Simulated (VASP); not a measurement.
# Na2TlHgF6 (I4) in VASP: single point with PBE

Aim: the single point of Na2TlHgF6 with PBE.

Everything below comes from runs of VASP 6.6.1. Logs are shortened: lines on timing, memory, paths and dates and some standing lists are left out, and cuts for length are marked.

### 1 The cell of the first run

Symmetry: I4, No. 79, tetragonal system. Conventional cell: a = 6.305 Å, b = 6.305 Å, c = 9.055 Å, α = 90.00°, β = 90.00°, γ = 90.00°. Within 4.1 Å of Na (site symmetry 2) lie 12 F at 3.12 to 3.24 Å and 4 Tl at 3.77 to 3.99 Å and 4 Hg at 3.81 to 3.96 Å. Within 2.7 Å of Tl (site symmetry 4) lie 6 F at 2.01 to 2.46 Å. Within 2.8 Å of Hg (site symmetry 4) lie 6 F at 2.12 to 2.45 Å. F (site symmetry 1) has 1 Tl at 2.13 Å and 1 Hg at 2.34 Å within 2.8 Å. F (site symmetry 4) has 1 Tl at 2.01 Å and 1 Hg at 2.45 Å within 2.7 Å. Within 2.8 Å of F (site symmetry 4) lie 1 Hg at 2.12 Å and 1 Tl at 2.46 Å.

### 2 Single point, PBE (strained and its atoms moved)

The input, INCAR:

```
PREC = Accurate ; ENCUT = 520
EDIFF = 1E-6 ; ISMEAR = 0
SIGMA = 0.1 ; LREAL = False
LASPH = True ; NELM = 100
ALGO = Normal ; ISIF = 2
LWAVE = False ; LCHARG = True
GGA = PE ; LELF = True
LVHAR = True ; NBANDS = 52
```

The input, KPOINTS:

```
Automatic mesh
0
Gamma
  6 6 6
```

The input, POSCAR:

```
Na2TlHgF6
1.0
    0.0000000000      4.5273032294      4.4582220644
    4.4582220644      0.0000000000      4.4582220644
    4.4582220644      4.5273032294      0.0000000000
Na Tl Hg F
2 1 1 6
Direct
    0.7461857184      0.7538142816      0.7461857184
    0.2461857184      0.2538142816      0.2461857184
    0.0168855550     -0.0168855550      0.0168855550
    0.5102088707      0.4897911293      0.5102088707
    0.7544992218      0.2328467105      0.2436418394
    0.2309877717      0.2455007782      0.7671532895
    0.2436418394      0.7690122283      0.7544992218
    0.2394175101      0.7605824899      0.2394175101
    0.7448345052      0.2551654948      0.7448345052
    0.7671532895      0.7563581606      0.2309877717
```

Potentials or basis: VASP PAW PBE potentials, release 64 (Na_pv, Tl_d, Hg, F).

Launch:

```console
$ cat potpaw_PBE.64/Na_pv/POTCAR potpaw_PBE.64/Tl_d/POTCAR potpaw_PBE.64/Hg/POTCAR potpaw_PBE.64/F/POTCAR > POTCAR
$ mpirun -np 1 vasp_std > vasp.out
```

OUTCAR:

```text
PREC = Accurate
   ENCUT = 520
   EDIFF = 1E-6
   ISMEAR = 0
   LREAL = False
   LASPH = True
   NELM = 100
   ISIF = 2
   GGA = PE

 ion  position               nearest neighbor table
   1  0.746  0.754  0.746-
   2  0.246  0.254  0.246-
   3  0.017  0.983  0.017-   8 2.01   6 2.13   5 2.13  10 2.13   7 2.13   9 2.46
   4  0.510  0.490  0.510-   9 2.12   6 2.34   7 2.34   5 2.34  10 2.34   8 2.45
   5  0.754  0.233  0.244-   3 2.13   4 2.34
   6  0.231  0.246  0.767-   3 2.13   4 2.34
   7  0.244  0.769  0.754-   3 2.13   4 2.34
   8  0.239  0.761  0.239-   3 2.01   4 2.45
   9  0.745  0.255  0.745-   4 2.12   3 2.46
  10  0.767  0.756  0.231-   3 2.13   4 2.34

  LATTYP: Found a body centered tetragonal cell.
 ALAT       =     6.3048781075
 C/A-ratio  =     1.4361271232

  Lattice vectors:

 A1 = (   0.0000000000,  -4.5273032294,   4.4582220644)
 A2 = (   0.0000000000,  -4.5273032294,  -4.4582220644)
 A3 = (   4.4582220644,   4.5273032294,   0.0000000000)

Analysis of symmetry for initial positions (statically):
=====================================================================
 Subroutine PRICEL returns:
 Original cell was already a primitive cell.

 Routine SETGRP: Setting up the symmetry group for a
 body centered tetragonal supercell.

 Subroutine GETGRP returns: Found  4 space group operations
 (whereof  4 operations were pure point group operations)
 out of a pool of 16 trial point group operations.

The static configuration has the point symmetry     .

Analysis of symmetry for dynamics (positions and initial velocities):
=====================================================================
 Subroutine PRICEL returns:
 Original cell was already a primitive cell.

 Routine SETGRP: Setting up the symmetry group for a
 body centered tetragonal supercell.

 Subroutine GETGRP returns: Found  4 space group operations
 (whereof  4 operations were pure point group operations)
 out of a pool of 16 trial point group operations.

The dynamic configuration has the point symmetry     .

 Subroutine INISYM returns: Found  4 space group operations
 (whereof  4 operations are pure point group operations),
 and found     1 'primitive' translations

----------------------------------------------------------------------------------------

                                     Primitive cell

  volume of cell :     179.9670

  direct lattice vectors                    reciprocal lattice vectors
     0.000000000  4.527303229  4.458222064    -0.112152332  0.110441023  0.112152332
     4.458222064  0.000000000  4.458222064     0.112152332 -0.110441023  0.112152332
     4.458222064  4.527303229  0.000000000     0.112152332  0.110441023 -0.112152332

  length of vectors
     6.353913637  6.304878108  6.353913637     0.193270563  0.193270563  0.193270563

  position of ions in fractional coordinates (direct lattice)
     0.746185718  0.753814282  0.746185718
     0.246185718  0.253814282  0.246185718
     0.016885555  0.983114445  0.016885555
     0.510208871  0.489791129  0.510208871
     0.754499222  0.232846710  0.243641839
     0.230987772  0.245500778  0.767153290
     0.243641839  0.769012228  0.754499222
     0.239417510  0.760582490  0.239417510
     0.744834505  0.255165495  0.744834505
     0.767153290  0.756358161  0.230987772

  ion indices of the primitive-cell ions
   primitive index   ion index
                 1           1
                 2           2
                 3           3
                 4           4
                 5           5
                 6           6
                 7           7
                 8           8
                 9           9
                10          10

----------------------------------------------------------------------------------------

 KPOINTS: Automatic mesh

Automatic generation of k-mesh.
 Grid dimensions read from file:
 generate k-points for:    6    6    6

 Generating k-lattice:

  Cartesian coordinates                     Fractional coordinates (reciprocal lattice)
    -0.018692055  0.018406837  0.018692055     0.166666667  0.000000000  0.000000000
     0.018692055 -0.018406837  0.018692055    -0.000000000  0.166666667 -0.000000000
     0.018692055  0.018406837 -0.018692055     0.000000000  0.000000000  0.166666667

  Length of vectors
     0.032211761  0.032211761  0.032211761

  Shift w.r.t. Gamma in fractional coordinates (k-lattice)
     0.000000000  0.000000000  0.000000000

 Subroutine IBZKPT returns following result:
 ===========================================

 Found     36 irreducible k-points:

 Following reciprocal coordinates:
            Coordinates               Weight
  0.000000  0.000000  0.000000      1.000000
  0.166667  0.000000  0.000000      8.000000
  0.333333  0.000000  0.000000      8.000000
  0.500000  0.000000  0.000000      4.000000
  0.166667  0.166667  0.000000      4.000000
  0.333333  0.166667  0.000000      8.000000
[... 16 lines left out ...]
  0.500000  0.333333  0.166667      8.000000
 -0.333333  0.333333  0.166667      8.000000
 [... further k-points ...]
   k-points           NKPTS =     36   k-points in BZ     NKDIM =     36   number of bands    NBANDS=     52
   number of dos      NEDOS =    301   number of ions     NIONS =     10
   total plane-waves  NPLWV = 110592
   dimension x,y,z NGX =    48 NGY =   48 NGZ =   48
   dimension x,y,z NGXF=    96 NGYF=   96 NGZF=   96
   ions per type =               2   1   1   6
   NGX,Y,Z   is equivalent  to a cutoff of  12.56, 12.66, 12.56 a.u.
   NGXF,Y,Z  is equivalent  to a cutoff of  25.12, 25.31, 25.12 a.u.
 SYSTEM =  unknown system
   PREC   = accura    normal or accurate (medium, high low for compatibility)
   ISTART =      0    job   : 0-new  1-cont  2-samecut
   ICHARG =      2    charge: 1-file 2-atom 10-const
   ISPIN  =      1    spin polarized calculation?
   LNONCOLLINEAR =      F non collinear calculations
   LSORBIT =      F    spin-orbit coupling
   LASPH  =      T    aspherical Exc in radial PAW
   ENCUT  =  520.0 eV  38.22 Ry    6.18 a.u.  11.81 11.72 11.81*2*pi/ulx,y,z
   NELM   =    100;   NELMIN=  2; NELMDL= -5     # of ELM steps
   EDIFF  = 0.1E-05   stopping-criterion for ELM
   LREAL  =      F    real-space projection
   EDIFFG = 0.1E-04   stopping-criterion for IOM
   NSW    =      0    number of steps for IOM
   IBRION =     -1    ionic relax: 0-MD 1-quasi-New 2-CG
   NFREE  =      0    steps in history (QN), initial steepest desc. (CG)
   ISIF   =      2    stress and relaxation
   ISYM   =      2    0-nonsym 1-usesym 2-fastsym
   POTIM  = 0.5000    time-step for ionic-motion
   TEBEG  =    0.0;   TEEND  =   0.0 temperature during run
   PSTRESS=    0.0 pullay stress
   NELECT =      81.0000    total number of electrons
   NUPDOWN=      -1.0000    fix difference up-down
   EMIN   =  10.00;   EMAX   =-10.00  energy-range for DOS
   EFERMI =   0.00;   METHOD = LEGACY
   ISMEAR =     0;   SIGMA  =   0.10  broadening in eV -4-tet -1-fermi 0-gaus
   EFERMI_NEDOS =   21; number of points for ismear=-14 and -15
   IALGO  =     38    algorithm
   IMIX   =      4    mixing-type and parameters
     AMIX     =   0.40;   BMIX     =  1.00
     AMIX_MAG =   1.60;   BMIX_MAG =  1.00
  volume/ion in A,a.u.               =      18.00       121.45
  Fermi-wavevector in a.u.,A,eV,Ry     =   1.254601  2.370851 21.415881  1.574023
  Thomas-Fermi vector in A             =   2.388398
   LORBIT       =      0    0 simple, 1 ext, 2 COOP (PROOUT), +10 PAW based schemes
   GGA     = PE    functional components
   LHFCALC =     F    Hartree Fock is set to
   AEXX    =    0.0000 exact exchange contribution
   IVDW    =     0    specifies the selected vdW correction
   LEPSILON=     F    determine dielectric tensor
   LRPA    =     F    only Hartree local field effects (RPA)
 non-spin polarized calculation
 Gauss-broadening in eV      SIGMA  =   0.10
  energy-cutoff  :      520.00
  volume of cell :      179.97
 maximum number of plane-waves:      4873
   NGX = 23   NGY = 23   NGZ = 23

 number of electron      80.9999971 magnetization

 Free energy of the ion-electron system (eV)
  ---------------------------------------------------
  ext. energy  EPLUGINS =         0.00000000
  ---------------------------------------------------
  free energy    TOTEN  =       -33.49333944 eV

  energy without entropy =      -33.48853527  energy(sigma->0) =      -33.49093735

 E-fermi :   1.8999     XC(G=0):  -8.3444

 val. band max:        1.8575947412   @ k =   0.3333   0.1667  -0.1667
 cond. band min:       2.0670774130   @ k =   0.5000   0.0000   0.1667
 fundamental gap:      0.2094826718
 Fermi energy:         1.8999266799

 k-point     1 :       0.0000    0.0000    0.0000
  band No.  band energies     occupation
      1     -23.4449      2.00000
      2     -23.4449      2.00000
      3     -23.4385      2.00000
      4     -23.4371      2.00000
      5     -23.4339      2.00000
      6     -23.4339      2.00000
[... 44 lines left out ...]
     51       9.2907      0.00000
     52       9.4638      0.00000

 k-point     2 :       0.1667    0.0000    0.0000
  band No.  band energies     occupation
      1     -23.4454      2.00000
      2     -23.4450      2.00000
      3     -23.4386      2.00000
      4     -23.4375      2.00000
      5     -23.4342      2.00000
      6     -23.4340      2.00000
[... 44 lines left out ...]
     51       8.7620      0.00000
     52       9.2603      0.00000
[... 1153 lines left out ...]
     51       9.8571      0.00000
     52      10.2742      0.00000

 k-point    24 :      -0.3333    0.3333    0.1667
  band No.  band energies     occupation
      1     -23.4493      2.00000
      2     -23.4439      2.00000
      3     -23.4386      2.00000
      4     -23.4386      2.00000
      5     -23.4370      2.00000
      6     -23.4330      2.00000
[... 44 lines left out ...]
     51      10.1424      0.00000
     52      10.3169      0.00000

 [... further k-points ...]

------------------------ aborting loop because EDIFF is reached ----------------------------------------

  FORCE on cell =-STRESS in cart. coord.  units (eV):
  Direction    XX          YY          ZZ          XY          YZ          ZX
  --------------------------------------------------------------------------------------
  -------------------------------------------------------------------------------------
  Total        7.0990565      8.7602031      7.0990565      0.0000000      0.0000000      0.0000002
  in kB       63.2001694     77.9887187     63.2001694      0.0000000      0.0000000      0.0000022
  external PRESSURE =      68.1296858 kB  Pullay stress =       0.0000000 kB

 VOLUME and BASIS-vectors are now :
 -----------------------------------------------------------------------------
  energy-cutoff  :      520.00
  volume of cell :      179.97
      direct lattice vectors                 reciprocal lattice vectors
     0.000000000  4.527303229  4.458222064    -0.112152332  0.110441023  0.112152332
     4.458222064  0.000000000  4.458222064     0.112152332 -0.110441023  0.112152332
     4.458222064  4.527303229  0.000000000     0.112152332  0.110441023 -0.112152332

 POSITION                                       TOTAL-FORCE (eV/Angst)
 -----------------------------------------------------------------------------------
      6.68733      6.75642      6.68733         0.000000      0.076133      0.000000
      2.22911      2.22911      2.22911         0.000000      0.076133      0.000000
      4.45822      0.15289      4.45822         0.000000     -3.050303      0.000000
      4.45822      4.61974      4.45822         0.000000     -1.440641      0.000000
      2.12429      4.51889      4.40181         0.974638     -0.116013     -0.098547
      4.51464      4.51889      2.12429         0.098547     -0.116013      0.974638
      6.79215      4.51889      4.51464        -0.974638     -0.116013      0.098547
      4.45822      2.16783      4.45822         0.000000      3.014038      0.000000
      4.45822      6.74418      4.45822         0.000000      1.788691      0.000000
      4.40181      4.51889      6.79215        -0.098547     -0.116013     -0.974638
 -----------------------------------------------------------------------------------
    total drift:                                0.000007     -0.000023      0.000004

  FREE ENERGIE OF THE ION-ELECTRON SYSTEM (eV)
  ---------------------------------------------------
  free  energy   TOTEN  =       -33.4933394378 eV

  energy  without entropy=      -33.4885352675  energy(sigma->0) =      -33.49093735
```

Wall time 3.6 min (1 thread of AMD EPYC 9R45 (Zen 5), shared host); peak memory 0.48 GiB.

What came out:

```
Free energy            : -33.4933 eV
Pressure               : 6.8 GPa
Largest force          : 3.050 eV/Å
Band gap on the k mesh : zero (an odd number of electrons rules out a gap without spin polarisation)
```

Forces on the atoms (eV/Å):
```
Na   0.000  0.076  0.000
Na   0.000  0.076  0.000
Tl   0.000 -3.050  0.000
Hg   0.000 -1.441  0.000
F    0.975 -0.116 -0.099
F    0.099 -0.116  0.975
F   -0.975 -0.116  0.099
F    0.000  3.014  0.000
F    0.000  1.789  0.000
F   -0.099 -0.116 -0.975
```

Caveat: the cell differs from its parent crystal (strained and its atoms moved); the cell stands under pressure; spin-orbit coupling is left out, which moves the levels of the heavy elements; an odd number of electrons without spin polarisation forces a metal; a magnetic or distorted state may lie lower.

The gap in the log of VASP goes by the Fermi energy; the results here count the filled bands.